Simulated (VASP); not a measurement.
# GaAs (F-43m) in VASP: single point with PBE

Aim: the single point of GaAs with PBE.

Everything below comes from runs of VASP 6.6.1. Logs are shortened: lines on timing, memory, paths and dates and some standing lists are left out, and cuts for length are marked.

**1. The cell of the first run**

The structure is cubic, space group F-43m (No. 216). The conventional cell has a = 5.654 Å, b = 5.654 Å, c = 5.654 Å, α = 90.00°, β = 90.00°, γ = 90.00°. Within 3.2 Å of Ga (site symmetry -43m) lie 4 As at 2.45 Å. Within 3.2 Å of As (site symmetry -43m) lie 4 Ga at 2.45 Å.

**2. Single point, PBE**

File INCAR:

```
SYSTEM = GaAs
PREC     = Accurate       ! precision mode
ENCUT    = 500            ! plane-wave cutoff, eV
EDIFF    = 1E-6           ! SCF threshold, eV
ISMEAR   = 0              ! smearing method
SIGMA    = 0.01           ! smearing width, eV
LREAL    = .FALSE.        ! projectors in reciprocal space
LASPH    = .TRUE.         ! aspherical terms in the spheres
NELM     = 120            ! most SCF steps
ALGO     = Normal         ! electronic algorithm
ISIF     = 2              ! what is computed and relaxed
LWAVE    = .FALSE.        ! write WAVECAR
LCHARG   = .TRUE.         ! write CHGCAR
GGA      = PE             ! functional
LELF     = .TRUE.         ! ELF
LVHAR    = .TRUE.       
NBANDS   = 16             ! bands
GGA_COMPAT= .FALSE.
```

File KPOINTS:

```
regular mesh
0
G
  6 6 6
  0 0 0
```

File POSCAR:

```
GaAs
1.0
    0.0000000000      2.8267500000      2.8267500000
    2.8267500000      0.0000000000      2.8267500000
    2.8267500000      2.8267500000      0.0000000000
Ga As
1 1
Direct
    0.0000000000      0.0000000000      0.0000000000
    0.2500000000      0.2500000000      0.2500000000
```

Potentials or basis: VASP PAW PBE potentials, release 64 (Ga_d, As).

Started as:

```bash
$ cat potpaw_PBE.64/Ga_d/POTCAR potpaw_PBE.64/As/POTCAR > POTCAR
$ mpirun -np 1 vasp_std > vasp.out
```

OUTCAR:

```text
SYSTEM = GaAs
   PREC = Accurate
   ENCUT = 500
   EDIFF = 1E-6
   ISMEAR = 0
   LREAL = .FALSE.
   LASPH = .TRUE.
   NELM = 120
   ISIF = 2
   GGA = PE

 ion  position               nearest neighbor table
   1  0.000  0.000  0.000-   2 2.45   2 2.45   2 2.45   2 2.45
   2  0.250  0.250  0.250-   1 2.45   1 2.45   1 2.45   1 2.45

  LATTYP: Found a face centered cubic cell.
 ALAT       =     5.6535000000

  Lattice vectors:

 A1 = (   0.0000000000,   2.8267500000,   2.8267500000)
 A2 = (   2.8267500000,   0.0000000000,   2.8267500000)
 A3 = (   2.8267500000,   2.8267500000,   0.0000000000)

Analysis of symmetry for initial positions (statically):
=====================================================================
 Subroutine PRICEL returns:
 Original cell was already a primitive cell.

 Routine SETGRP: Setting up the symmetry group for a
 face centered cubic supercell.

 Subroutine GETGRP returns: Found 24 space group operations
 (whereof 24 operations were pure point group operations)
 out of a pool of 48 trial point group operations.

The static configuration has the point symmetry T_d .

Analysis of symmetry for dynamics (positions and initial velocities):
=====================================================================
 Subroutine PRICEL returns:
 Original cell was already a primitive cell.

 Routine SETGRP: Setting up the symmetry group for a
 face centered cubic supercell.

 Subroutine GETGRP returns: Found 24 space group operations
 (whereof 24 operations were pure point group operations)
 out of a pool of 48 trial point group operations.

The dynamic configuration has the point symmetry T_d .

 Subroutine INISYM returns: Found 24 space group operations
 (whereof 24 operations are pure point group operations),
 and found     1 'primitive' translations

----------------------------------------------------------------------------------------

                                     Primitive cell

  volume of cell :      45.1744

  direct lattice vectors                    reciprocal lattice vectors
     0.000000000  2.826750000  2.826750000    -0.176881578  0.176881578  0.176881578
     2.826750000  0.000000000  2.826750000     0.176881578 -0.176881578  0.176881578
     2.826750000  2.826750000  0.000000000     0.176881578  0.176881578 -0.176881578

  length of vectors
     3.997628187  3.997628187  3.997628187     0.306367880  0.306367880  0.306367880

  position of ions in fractional coordinates (direct lattice)
     0.000000000  0.000000000  0.000000000
     0.250000000  0.250000000  0.250000000

  ion indices of the primitive-cell ions
   primitive index   ion index
                 1           1
                 2           2

----------------------------------------------------------------------------------------

 KPOINTS: regular mesh

Automatic generation of k-mesh.
 Grid dimensions read from file:
 generate k-points for:    6    6    6

 Generating k-lattice:

  Cartesian coordinates                     Fractional coordinates (reciprocal lattice)
    -0.029480263  0.029480263  0.029480263     0.166666667  0.000000000  0.000000000
     0.029480263 -0.029480263  0.029480263     0.000000000  0.166666667  0.000000000
     0.029480263  0.029480263 -0.029480263     0.000000000  0.000000000  0.166666667

  Length of vectors
     0.051061313  0.051061313  0.051061313

  Shift w.r.t. Gamma in fractional coordinates (k-lattice)
     0.000000000  0.000000000  0.000000000

 Subroutine IBZKPT returns following result:
 ===========================================

 Found     16 irreducible k-points:

 Following reciprocal coordinates:
            Coordinates               Weight
  0.000000  0.000000  0.000000      1.000000
  0.166667  0.000000  0.000000      8.000000
  0.333333  0.000000  0.000000      8.000000
  0.500000  0.000000  0.000000      4.000000
  0.166667  0.166667  0.000000      6.000000
  0.333333  0.166667  0.000000     24.000000
[... 8 lines left out ...]
 -0.333333  0.333333  0.166667     24.000000
 -0.333333  0.500000  0.166667     12.000000
   k-points           NKPTS =     16   k-points in BZ     NKDIM =     16   number of bands    NBANDS=     16
   number of dos      NEDOS =    301   number of ions     NIONS =      2
   total plane-waves  NPLWV =  27000
   dimension x,y,z NGX =    30 NGY =   30 NGZ =   30
   dimension x,y,z NGXF=    60 NGYF=   60 NGZF=   60
   ions per type =               1   1
   NGX,Y,Z   is equivalent  to a cutoff of  12.48, 12.48, 12.48 a.u.
   NGXF,Y,Z  is equivalent  to a cutoff of  24.95, 24.95, 24.95 a.u.
 SYSTEM =  GaAs
   PREC   = accura    normal or accurate (medium, high low for compatibility)
   ISTART =      0    job   : 0-new  1-cont  2-samecut
   ICHARG =      2    charge: 1-file 2-atom 10-const
   ISPIN  =      1    spin polarized calculation?
   LNONCOLLINEAR =      F non collinear calculations
   LSORBIT =      F    spin-orbit coupling
   LASPH  =      T    aspherical Exc in radial PAW
   ENCUT  =  500.0 eV  36.75 Ry    6.06 a.u.   7.29  7.29  7.29*2*pi/ulx,y,z
   NELM   =    120;   NELMIN=  2; NELMDL= -5     # of ELM steps
   EDIFF  = 0.1E-05   stopping-criterion for ELM
   LREAL  =      F    real-space projection
   EDIFFG = 0.1E-04   stopping-criterion for IOM
   NSW    =      0    number of steps for IOM
   IBRION =     -1    ionic relax: 0-MD 1-quasi-New 2-CG
   NFREE  =      0    steps in history (QN), initial steepest desc. (CG)
   ISIF   =      2    stress and relaxation
   ISYM   =      2    0-nonsym 1-usesym 2-fastsym
   POTIM  = 0.5000    time-step for ionic-motion
   TEBEG  =    0.0;   TEEND  =   0.0 temperature during run
   PSTRESS=    0.0 pullay stress
   NELECT =      18.0000    total number of electrons
   NUPDOWN=      -1.0000    fix difference up-down
   EMIN   =  10.00;   EMAX   =-10.00  energy-range for DOS
   EFERMI =   0.00;   METHOD = LEGACY
   ISMEAR =     0;   SIGMA  =   0.01  broadening in eV -4-tet -1-fermi 0-gaus
   EFERMI_NEDOS =   21; number of points for ismear=-14 and -15
   IALGO  =     38    algorithm
   IMIX   =      4    mixing-type and parameters
     AMIX     =   0.40;   BMIX     =  1.00
     AMIX_MAG =   1.60;   BMIX_MAG =  1.00
  volume/ion in A,a.u.               =      22.59       152.43
  Fermi-wavevector in a.u.,A,eV,Ry     =   1.204670  2.276497 19.745196  1.451231
  Thomas-Fermi vector in A             =   2.340389
   LORBIT       =      0    0 simple, 1 ext, 2 COOP (PROOUT), +10 PAW based schemes
   GGA     = PE    functional components
   LHFCALC =     F    Hartree Fock is set to
   AEXX    =    0.0000 exact exchange contribution
   IVDW    =     0    specifies the selected vdW correction
   LEPSILON=     F    determine dielectric tensor
   LRPA    =     F    only Hartree local field effects (RPA)
 non-spin polarized calculation
 Gauss-broadening in eV      SIGMA  =   0.01
  energy-cutoff  :      500.00
  volume of cell :       45.17
 maximum number of plane-waves:      1167
 NGX is ok and might be reduce to    30
   NGX = 15   NGY = 15   NGZ = 15

 number of electron      17.9999995 magnetization

 Free energy of the ion-electron system (eV)
  ---------------------------------------------------
  ext. energy  EPLUGINS =         0.00000000
  ---------------------------------------------------
  free energy    TOTEN  =        -8.22680561 eV

  energy without entropy =       -8.22680561  energy(sigma->0) =       -8.22680561

 E-fermi :   3.9856     XC(G=0):  -9.5840

 val. band max:        3.9414682551   @ k =   0.0000   0.0000   0.0000
 cond. band min:       4.4601914759   @ k =   0.0000   0.0000   0.0000
 fundamental gap:      0.5187232208
 Fermi energy:         3.9855645436

 k-point     1 :       0.0000    0.0000    0.0000
  band No.  band energies     occupation
      1     -10.8776      2.00000
      2     -10.8776      2.00000
      3     -10.8776      2.00000
      4     -10.7987      2.00000
      5     -10.7987      2.00000
      6      -8.7854      2.00000
[... 8 lines left out ...]
     15      14.0592      0.00000
     16      14.0592      0.00000

 k-point     2 :       0.1667    0.0000    0.0000
  band No.  band energies     occupation
      1     -10.9000      2.00000
      2     -10.8717      2.00000
      3     -10.8717      2.00000
      4     -10.7988      2.00000
      5     -10.7988      2.00000
      6      -8.4649      2.00000
[... 8 lines left out ...]
     15      12.9801      0.00000
     16      12.9801      0.00000

 k-point     3 :       0.3333    0.0000    0.0000
  band No.  band energies     occupation
      1     -10.9391      2.00000
      2     -10.8619      2.00000
      3     -10.8619      2.00000
      4     -10.7971      2.00000
      5     -10.7971      2.00000
      6      -7.6371      2.00000
[... 8 lines left out ...]
     15      13.6023      0.00000
     16      13.6023      0.00000

 k-point     4 :       0.5000    0.0000    0.0000
  band No.  band energies     occupation
      1     -10.9566      2.00000
      2     -10.8583      2.00000
      3     -10.8583      2.00000
      4     -10.7948      2.00000
      5     -10.7948      2.00000
      6      -7.0191      2.00000
[... 8 lines left out ...]
     15      15.8066      0.00000
     16      15.8066      0.00000

 k-point     5 :       0.1667    0.1667    0.0000
  band No.  band energies     occupation
      1     -10.9120      2.00000
      2     -10.8658      2.00000
      3     -10.8658      2.00000
      4     -10.8040      2.00000
      5     -10.7955      2.00000
      6      -8.3580      2.00000
[... 8 lines left out ...]
     15      13.5919      0.00000
     16      14.5063      0.00000

 k-point     6 :       0.3333    0.1667    0.0000
  band No.  band energies     occupation
      1     -10.9423      2.00000
      2     -10.8572      2.00000
      3     -10.8547      2.00000
      4     -10.8068      2.00000
      5     -10.7930      2.00000
      6      -7.6870      2.00000
[... 8 lines left out ...]
     15      14.7063      0.00000
     16      14.8568      0.00000
[... 115 lines left out ...]
 k-point    13 :       0.5000    0.5000    0.0000
  band No.  band energies     occupation
      1     -10.9883      2.00000
      2     -10.8286      2.00000
      3     -10.8286      2.00000
      4     -10.8243      2.00000
      5     -10.7859      2.00000
      6      -6.2776      2.00000
[... 8 lines left out ...]
     15      17.2655      0.00000
     16      17.2904      0.00000

 k-point    14 :       0.5000    0.3333    0.1667
  band No.  band energies     occupation
      1     -10.9625      2.00000
      2     -10.8505      2.00000
      3     -10.8437      2.00000
      4     -10.8090      2.00000
      5     -10.7927      2.00000
      6      -6.9737      2.00000
[... 8 lines left out ...]
     15      15.0603      0.00000
     16      17.0592      0.00000

 k-point    15 :      -0.3333    0.3333    0.1667
  band No.  band energies     occupation
      1     -10.9700      2.00000
      2     -10.8499      2.00000
      3     -10.8388      2.00000
      4     -10.8066      2.00000
      5     -10.7951      2.00000
      6      -6.4680      2.00000
[... 8 lines left out ...]
     15      16.1102      0.00000
     16      16.6598      0.00000

 k-point    16 :      -0.3333    0.5000    0.1667
  band No.  band energies     occupation
      1     -10.9789      2.00000
      2     -10.8419      2.00000
      3     -10.8327      2.00000
      4     -10.8135      2.00000
      5     -10.7916      2.00000
      6      -6.2344      2.00000
[... 8 lines left out ...]
     15      16.1496      0.00000
     16      17.2743      0.00000

------------------------ aborting loop because EDIFF is reached ----------------------------------------

  FORCE on cell =-STRESS in cart. coord.  units (eV):
  Direction    XX          YY          ZZ          XY          YZ          ZX
  --------------------------------------------------------------------------------------
  -------------------------------------------------------------------------------------
  Total        0.9685195      0.9685195      0.9685195      0.0000000      0.0000000      0.0000000
  in kB       34.3500026     34.3500026     34.3500026      0.0000000      0.0000000      0.0000000
  external PRESSURE =      34.3500026 kB  Pullay stress =       0.0000000 kB

 VOLUME and BASIS-vectors are now :
 -----------------------------------------------------------------------------
  energy-cutoff  :      500.00
  volume of cell :       45.17
      direct lattice vectors                 reciprocal lattice vectors
     0.000000000  2.826750000  2.826750000    -0.176881578  0.176881578  0.176881578
     2.826750000  0.000000000  2.826750000     0.176881578 -0.176881578  0.176881578
     2.826750000  2.826750000  0.000000000     0.176881578  0.176881578 -0.176881578

 POSITION                                       TOTAL-FORCE (eV/Angst)
 -----------------------------------------------------------------------------------
      0.00000      0.00000      0.00000        -0.000000     -0.000000     -0.000000
      1.41338      1.41338      1.41338         0.000000      0.000000      0.000000
 -----------------------------------------------------------------------------------
    total drift:                               -0.000000     -0.000000     -0.000000

  FREE ENERGIE OF THE ION-ELECTRON SYSTEM (eV)
  ---------------------------------------------------
  free  energy   TOTEN  =        -8.2268056139 eV

  energy  without entropy=       -8.2268056139  energy(sigma->0) =       -8.22680561
```

Wall time 18 s (1 thread of AMD EPYC 7R13, shared host); peak memory 0.14 GiB.

What came out:

```
Free energy            : -8.2268 eV
Pressure               : 3.4 GPa
Band gap on the k mesh : 0.52 eV, direct
```

Levels at points of the mesh, in eV from the valence-band top:
```tsv
k point	band 6	band 7	band 8	band 9	band 10	band 11	band 12	band 13
(0.00, 0.00, 0.00)	-12.73	0.00	0.00	0.00	0.52	3.72	3.72	3.72
(0.50, 0.00, 0.00)	-10.96	-6.64	-1.14	-1.14	1.00	4.63	4.63	7.75
(0.50, 0.50, 0.00)	-10.22	-6.82	-2.68	-2.68	1.46	1.65	10.16	10.16
```

A k mesh can miss the band edges. Expect the measured gap to be larger: semilocal functionals such as PBE lack the derivative discontinuity.
